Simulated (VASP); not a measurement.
# ZrS2 (P-3m1) in VASP: single point with PBE

Aim: the single point of ZrS2 with PBE.

Program: VASP 6.6.1. These are calculated values, not measurements. Logs are shortened: lines on timing, memory, paths and dates and some standing lists are left out, and cuts for length are marked.

**1. The cell of the first run**

It takes space group P-3m1 (No. 164, trigonal). Conventional cell: a = 3.691 Å, b = 3.691 Å, c = 6.041 Å, α = 90.00°, β = 90.00°, γ = 120.00°. Within 3.4 Å of Zr (site symmetry -3m) lie 6 S at 2.57 Å. S (site symmetry 3m) has 3 Zr at 2.57 Å within 3.4 Å.

**2. Single point, PBE**

INCAR

```
SYSTEM = ZrS2
PREC     = Accurate       ! precision mode
ENCUT    = 500            ! plane-wave cutoff, eV
EDIFF    = 1E-6           ! SCF threshold, eV
ISMEAR   = 0              ! smearing method
SIGMA    = 0.05           ! smearing width, eV
LREAL    = Auto         
LASPH    = .TRUE.         ! aspherical terms in the spheres
NELM     = 120            ! most SCF steps
ALGO     = Normal         ! electronic algorithm
ISIF     = 2              ! what is computed and relaxed
LWAVE    = .FALSE.        ! write WAVECAR
LCHARG   = .FALSE.        ! write CHGCAR
GGA      = PE             ! functional
NBANDS   = 249            ! bands
GGA_COMPAT= .FALSE.      
KPAR     = 2            
NCORE    = 2
```

KPOINTS

```
regular mesh
0
G
  3 3 1
  0 0 0
```

POSCAR

```
ZrS2
1.0
   11.0741480000      0.0000000000      0.0000000000
   -5.5370740000      9.5904930000      0.0000000000
    0.0000000000      0.0000000000     12.0821540000
Zr S
18 36
Direct
    0.0000000000      0.0000000000      0.0000000000
    0.0000000000      0.0000000000      0.5000000000
    0.0000000000      0.3333330000      0.0000000000
    0.0000000000      0.3333330000      0.5000000000
    0.0000000000      0.6666670000      0.0000000000
    0.0000000000      0.6666670000      0.5000000000
    0.3333330000      0.0000000000      0.0000000000
    0.3333330000      0.0000000000      0.5000000000
    0.3333330000      0.3333330000      0.0000000000
    0.3333330000      0.3333330000      0.5000000000
    0.3333330000      0.6666670000      0.0000000000
    0.3333330000      0.6666670000      0.5000000000
    0.6666670000      0.0000000000      0.0000000000
    0.6666670000      0.0000000000      0.5000000000
    0.6666670000      0.3333330000      0.0000000000
    0.6666670000      0.3333330000      0.5000000000
    0.6666670000      0.6666670000      0.0000000000
    0.6666670000      0.6666670000      0.5000000000
    0.2222220000      0.1111110000      0.3810450000
    0.2222220000      0.1111110000      0.8810450000
    0.2222220000      0.4444440000      0.3810450000
    0.2222220000      0.4444440000      0.8810450000
    0.2222220000      0.7777780000      0.3810450000
    0.2222220000      0.7777780000      0.8810450000
    0.5555560000      0.1111110000      0.3810450000
    0.5555560000      0.1111110000      0.8810450000
    0.5555560000      0.4444440000      0.3810450000
    0.5555560000      0.4444440000      0.8810450000
    0.5555560000      0.7777780000      0.3810450000
    0.5555560000      0.7777780000      0.8810450000
    0.8888890000      0.1111110000      0.3810450000
    0.8888890000      0.1111110000      0.8810450000
    0.8888890000      0.4444440000      0.3810450000
    0.8888890000      0.4444440000      0.8810450000
    0.8888890000      0.7777780000      0.3810450000
    0.8888890000      0.7777780000      0.8810450000
    0.1111110000      0.2222220000      0.1189550000
    0.1111110000      0.2222220000      0.6189550000
    0.1111110000      0.5555560000      0.1189550000
    0.1111110000      0.5555560000      0.6189550000
    0.1111110000      0.8888890000      0.1189550000
    0.1111110000      0.8888890000      0.6189550000
    0.4444440000      0.2222220000      0.1189550000
    0.4444440000      0.2222220000      0.6189550000
    0.4444440000      0.5555560000      0.1189550000
    0.4444440000      0.5555560000      0.6189550000
    0.4444440000      0.8888890000      0.1189550000
    0.4444440000      0.8888890000      0.6189550000
    0.7777780000      0.2222220000      0.1189550000
    0.7777780000      0.2222220000      0.6189550000
    0.7777780000      0.5555560000      0.1189550000
    0.7777780000      0.5555560000      0.6189550000
    0.7777780000      0.8888890000      0.1189550000
    0.7777780000      0.8888890000      0.6189550000
```

Potentials or basis: VASP PAW PBE potentials, release 64 (Zr_sv, S).

Launch:

```console
> cat potpaw_PBE.64/Zr_sv/POTCAR potpaw_PBE.64/S/POTCAR > POTCAR
> mpirun -np 4 vasp_std > vasp.out
```

OUTCAR:

```text
SYSTEM = ZrS2
   PREC = Accurate
   ENCUT = 500
   EDIFF = 1E-6
   ISMEAR = 0
   LREAL = Auto
   LASPH = .TRUE.
   NELM = 120
   ISIF = 2
   GGA = PE

 ion  position               nearest neighbor table
   1  0.000  0.000  0.000-  36 2.57  37 2.57  20 2.57  32 2.57  41 2.57  53 2.57   9 3.69  17 3.69
                             3 3.69   5 3.69  13 3.69   7 3.69
   2  0.000  0.000  0.500-  35 2.57  38 2.57  19 2.57  31 2.57  42 2.57  54 2.57  10 3.69  18 3.69
                             4 3.69   6 3.69  14 3.69   8 3.69
   3  0.000  0.333  0.000-  32 2.57  34 2.57  22 2.57  37 2.57  49 2.57  39 2.57   1 3.69  13 3.69
                             9 3.69  15 3.69  11 3.69   5 3.69
   4  0.000  0.333  0.500-  31 2.57  33 2.57  21 2.57  38 2.57  50 2.57  40 2.57   2 3.69  14 3.69
                            10 3.69  16 3.69  12 3.69   6 3.69
   5  0.000  0.667  0.000-  41 2.57  39 2.57  24 2.57  36 2.57  51 2.57  34 2.57   1 3.69   7 3.69
                            11 3.69  17 3.69  15 3.69   3 3.69
   6  0.000  0.667  0.500-  42 2.57  40 2.57  23 2.57  35 2.57  52 2.57  33 2.57   2 3.69   8 3.69
                            12 3.69  18 3.69  16 3.69   4 3.69
   7  0.333  0.000  0.000-  24 2.57  43 2.57  47 2.57  20 2.57  41 2.57  26 2.57   5 3.69   9 3.69
                            11 3.69   1 3.69  15 3.69  13 3.69
   8  0.333  0.000  0.500-  23 2.57  44 2.57  48 2.57  19 2.57  42 2.57  25 2.57   6 3.69  10 3.69
                            12 3.69   2 3.69  16 3.69  14 3.69
   9  0.333  0.333  0.000-  20 2.57  22 2.57  43 2.57  37 2.57  45 2.57  28 2.57   1 3.69   7 3.69
[... 62 lines left out ...]
 A1 = (  11.0741480000,   0.0000000000,   0.0000000000)
 A2 = (  -5.5370740000,   9.5904930000,   0.0000000000)
 A3 = (   0.0000000000,   0.0000000000,  12.0821540000)

Analysis of symmetry for initial positions (statically):
=====================================================================
 Subroutine PRICEL returns following result:

  LATTYP: Found a hexagonal cell.
 ALAT       =     3.6913789753
 C/A-ratio  =     1.6365366549

  Lattice vectors:

 A1 = (   3.6913789753,   0.0000000000,   0.0000000000)
 A2 = (  -1.8456894876,   3.1968278032,   0.0000000000)
 A3 = (   0.0000000000,   0.0000000000,   6.0410770000)

  18 primitive cells build up your supercell.

 Routine SETGRP: Setting up the symmetry group for a
 hexagonal supercell.

 Subroutine GETGRP returns: Found 12 space group operations
 (whereof 12 operations were pure point group operations)
 out of a pool of 24 trial point group operations.

The static configuration has the point symmetry D_3d.

Analysis of symmetry for dynamics (positions and initial velocities):
=====================================================================
 Subroutine PRICEL returns following result:

  LATTYP: Found a hexagonal cell.
 ALAT       =     3.6913789753
 C/A-ratio  =     1.6365366549

  Lattice vectors:

 A1 = (   3.6913789753,   0.0000000000,   0.0000000000)
 A2 = (  -1.8456894876,   3.1968278032,   0.0000000000)
 A3 = (   0.0000000000,   0.0000000000,   6.0410770000)

  18 primitive cells build up your supercell.

 Routine SETGRP: Setting up the symmetry group for a
 hexagonal supercell.

 Subroutine GETGRP returns: Found 12 space group operations
 (whereof 12 operations were pure point group operations)
 out of a pool of 24 trial point group operations.

The dynamic configuration has the point symmetry D_3d.

 Subroutine INISYM returns: Found 12 space group operations
 (whereof 12 operations are pure point group operations),
 and found    18 'primitive' translations

----------------------------------------------------------------------------------------

                                     Primitive cell

  volume of cell :      71.2890

  direct lattice vectors                    reciprocal lattice vectors
     3.691378975  0.000000000  0.000000000     0.270901473  0.156405046  0.000000000
    -1.845689488  3.196827803  0.000000000     0.000000000  0.312810092  0.000000000
     0.000000000  0.000000000  6.041077000     0.000000000  0.000000000  0.165533397

  length of vectors
     3.691378975  3.691378833  6.041077000     0.312810080  0.312810092  0.165533397

  position of ions in fractional coordinates (direct lattice)
     0.000000000  0.000000000  0.000000000
     0.666669667  0.333333333  0.762090000
     0.333333333  0.666669667  0.237910000

  ion indices of the primitive-cell ions
   primitive index   ion index
                 1           1
                 2          32
                 3          41

----------------------------------------------------------------------------------------

 KPOINTS: regular mesh

Automatic generation of k-mesh.
 Grid dimensions read from file:
 generate k-points for:    3    3    1

 Generating k-lattice:

  Cartesian coordinates                     Fractional coordinates (reciprocal lattice)
     0.030100134  0.017378321  0.000000000     0.333333333  0.000000000  0.000000000
     0.000000000  0.034756642  0.000000000     0.000000000  0.333333333  0.000000000
     0.000000000  0.000000000  0.082766699     0.000000000  0.000000000  1.000000000

  Length of vectors
     0.034756641  0.034756642  0.082766699

  Shift w.r.t. Gamma in fractional coordinates (k-lattice)
     0.000000000  0.000000000  0.000000000

 Subroutine IBZKPT returns following result:
 ===========================================

 Found      3 irreducible k-points:

 Following reciprocal coordinates:
            Coordinates               Weight
  0.000000  0.000000  0.000000      1.000000
  0.333333  0.000000  0.000000      6.000000
  0.333333  0.333333  0.000000      2.000000
   k-points           NKPTS =      3   k-points in BZ     NKDIM =      3   number of bands    NBANDS=    249
   number of dos      NEDOS =    301   number of ions     NIONS =     54
   total plane-waves  NPLWV = 635040
   dimension x,y,z NGX =    84 NGY =   84 NGZ =   90
   dimension x,y,z NGXF=   168 NGYF=  168 NGZF=  180
   ions per type =              18  36
   NGX,Y,Z   is equivalent  to a cutoff of  12.61, 12.61, 12.38 a.u.
   NGXF,Y,Z  is equivalent  to a cutoff of  25.22, 25.22, 24.77 a.u.
 SYSTEM =  ZrS2
   PREC   = accura    normal or accurate (medium, high low for compatibility)
   ISTART =      0    job   : 0-new  1-cont  2-samecut
   ICHARG =      2    charge: 1-file 2-atom 10-const
   ISPIN  =      1    spin polarized calculation?
   LNONCOLLINEAR =      F non collinear calculations
   LSORBIT =      F    spin-orbit coupling
   LASPH  =      T    aspherical Exc in radial PAW
   ENCUT  =  500.0 eV  36.75 Ry    6.06 a.u.  20.19 20.19 22.03*2*pi/ulx,y,z
   NELM   =    120;   NELMIN=  2; NELMDL= -5     # of ELM steps
   EDIFF  = 0.1E-05   stopping-criterion for ELM
   LREAL  =      T    real-space projection
   EDIFFG = 0.1E-04   stopping-criterion for IOM
   NSW    =      0    number of steps for IOM
   IBRION =     -1    ionic relax: 0-MD 1-quasi-New 2-CG
   NFREE  =      0    steps in history (QN), initial steepest desc. (CG)
   ISIF   =      2    stress and relaxation
   ISYM   =      2    0-nonsym 1-usesym 2-fastsym
   POTIM  = 0.5000    time-step for ionic-motion
   TEBEG  =    0.0;   TEEND  =   0.0 temperature during run
   PSTRESS=    0.0 pullay stress
   NELECT =     432.0000    total number of electrons
   NUPDOWN=      -1.0000    fix difference up-down
   EMIN   =  10.00;   EMAX   =-10.00  energy-range for DOS
   EFERMI =   0.00;   METHOD = LEGACY
   ISMEAR =     0;   SIGMA  =   0.05  broadening in eV -4-tet -1-fermi 0-gaus
   EFERMI_NEDOS =   21; number of points for ismear=-14 and -15
   IALGO  =     38    algorithm
   IMIX   =      4    mixing-type and parameters
     AMIX     =   0.40;   BMIX     =  1.00
     AMIX_MAG =   1.60;   BMIX_MAG =  1.00
  volume/ion in A,a.u.               =      23.76       160.36
  Fermi-wavevector in a.u.,A,eV,Ry     =   1.138861  2.152136 17.646828  1.297005
  Thomas-Fermi vector in A             =   2.275565
   LORBIT       =      0    0 simple, 1 ext, 2 COOP (PROOUT), +10 PAW based schemes
   GGA     = PE    functional components
   LHFCALC =     F    Hartree Fock is set to
   AEXX    =    0.0000 exact exchange contribution
   IVDW    =     0    specifies the selected vdW correction
   LEPSILON=     F    determine dielectric tensor
   LRPA    =     F    only Hartree local field effects (RPA)
 non-spin polarized calculation
 Gauss-broadening in eV      SIGMA  =   0.05
  energy-cutoff  :      500.00
  volume of cell :     1283.20
 maximum number of plane-waves:     32604
 NGX is ok and might be reduce to    84
   NGX = 41   NGY = 41   NGZ = 45

 number of electron     431.9999993 magnetization

 Free energy of the ion-electron system (eV)
  ---------------------------------------------------
  ext. energy  EPLUGINS =         0.00000000
  ---------------------------------------------------
  free energy    TOTEN  =      -385.61138696 eV

  energy without entropy =     -385.61138696  energy(sigma->0) =     -385.61138696

 E-fermi :   4.5009     XC(G=0):  -9.3224

 val. band max:        4.1170031993   @ k =   0.3333   0.0000   0.0000
 cond. band min:       5.1761342620   @ k =   0.3333   0.0000   0.0000
 fundamental gap:      1.0591310627
 Fermi energy:         4.5008803225

 k-point     1 :       0.0000    0.0000    0.0000
  band No.  band energies     occupation
      1     -44.8667      2.00000
      2     -44.8666      2.00000
      3     -44.8538      2.00000
      4     -44.8538      2.00000
      5     -44.8537      2.00000
      6     -44.8537      2.00000
[... 682 lines left out ...]
    227       6.1207      0.00000
    228       6.1207      0.00000
 [bands above 228 left out]

------------------------ aborting loop because EDIFF is reached ----------------------------------------

  FORCE on cell =-STRESS in cart. coord.  units (eV):
  Direction    XX          YY          ZZ          XY          YZ          ZX
  --------------------------------------------------------------------------------------
  -------------------------------------------------------------------------------------
  Total        0.8410738      0.8410737      9.6547986     -0.0000000      0.0000000      0.0000000
  in kB        1.0501444      1.0501443     12.0547491     -0.0000000      0.0000000      0.0000000
  external PRESSURE =       4.7183460 kB  Pullay stress =       0.0000000 kB

 VOLUME and BASIS-vectors are now :
 -----------------------------------------------------------------------------
  energy-cutoff  :      500.00
  volume of cell :     1283.20
      direct lattice vectors                 reciprocal lattice vectors
    11.074148000  0.000000000  0.000000000     0.090300401  0.052134963  0.000000000
    -5.537074000  9.590493000  0.000000000     0.000000000  0.104269926  0.000000000
     0.000000000  0.000000000 12.082154000     0.000000000  0.000000000  0.082766699

 POSITION                                       TOTAL-FORCE (eV/Angst)
 -----------------------------------------------------------------------------------
      0.00000      0.00000      0.00000        -0.000000     -0.000000     -0.000000
      0.00000      0.00000      6.04108        -0.000000     -0.000000     -0.000000
     -1.84569      3.19683      0.00000        -0.000000     -0.000000     -0.000000
     -1.84569      3.19683      6.04108        -0.000000     -0.000000     -0.000000
     -3.69138      6.39367      0.00000         0.000000     -0.000000     -0.000000
     -3.69138      6.39367      6.04108        -0.000000     -0.000000     -0.000000
[... 46 lines left out ...]
      3.69138      8.52488      1.43723        -0.000000      0.000000      0.041156
      3.69138      8.52488      7.47831        -0.000000      0.000000      0.041156
 -----------------------------------------------------------------------------------
    total drift:                               -0.000000      0.000000      0.000000

  FREE ENERGIE OF THE ION-ELECTRON SYSTEM (eV)
  ---------------------------------------------------
  free  energy   TOTEN  =      -385.6113869634 eV

  energy  without entropy=     -385.6113869634  energy(sigma->0) =     -385.61138696
```

Run time: 12 min. Hardware: 4 MPI ranks of Intel Xeon Platinum 8259CL at 2.50GHz (Skylake/Cascade Lake), shared host; peak memory 0.85 GiB.

What came out:

```yaml
Free_energy: -385.6114 eV
Pressure: 0.5 GPa
Largest_force: 0.041 eV/Å
Band_gap_on_the_k_mesh: 1.06 eV
```

Forces on the atoms (eV/Å):
```
Zr   0.000  0.000  0.000
Zr   0.000  0.000  0.000
Zr   0.000  0.000  0.000
Zr   0.000  0.000  0.000
Zr   0.000  0.000  0.000
Zr   0.000  0.000  0.000
Zr   0.000  0.000  0.000
Zr   0.000  0.000  0.000
Zr   0.000  0.000  0.000
Zr   0.000  0.000  0.000
Zr   0.000  0.000  0.000
Zr   0.000  0.000  0.000
Zr   0.000  0.000  0.000
Zr   0.000  0.000  0.000
Zr   0.000  0.000  0.000
Zr   0.000  0.000  0.000
Zr   0.000  0.000  0.000
Zr   0.000  0.000  0.000
S    0.000  0.000 -0.041
S    0.000  0.000 -0.041
S    0.000  0.000 -0.041
S    0.000  0.000 -0.041
S    0.000  0.000 -0.041
S    0.000  0.000 -0.041
S    0.000  0.000 -0.041
S    0.000  0.000 -0.041
S    0.000  0.000 -0.041
S    0.000  0.000 -0.041
S    0.000  0.000 -0.041
S    0.000  0.000 -0.041
S    0.000  0.000 -0.041
S    0.000  0.000 -0.041
S    0.000  0.000 -0.041
S    0.000  0.000 -0.041
S    0.000  0.000 -0.041
S    0.000  0.000 -0.041
S    0.000  0.000  0.041
S    0.000  0.000  0.041
S    0.000  0.000  0.041
S    0.000  0.000  0.041
S    0.000  0.000  0.041
S    0.000  0.000  0.041
S    0.000  0.000  0.041
S    0.000  0.000  0.041
S    0.000  0.000  0.041
S    0.000  0.000  0.041
S    0.000  0.000  0.041
S    0.000  0.000  0.041
S    0.000  0.000  0.041
S    0.000  0.000  0.041
S    0.000  0.000  0.041
S    0.000  0.000  0.041
S    0.000  0.000  0.041
S    0.000  0.000  0.041
```

Levels at points of the mesh, in eV from the valence-band top:
```tsv
k point	band 214	band 215	band 216	band 217	band 218	band 219
(0.00, 0.00, 0.00)	-0.09	-0.09	-0.05	1.23	1.23	1.23
```

Caveat: the k points lie up to 0.52 Å⁻¹ apart; this functional lacks dispersion, which binds layers or chains, so the pressure and a relaxed spacing across them are unreliable.
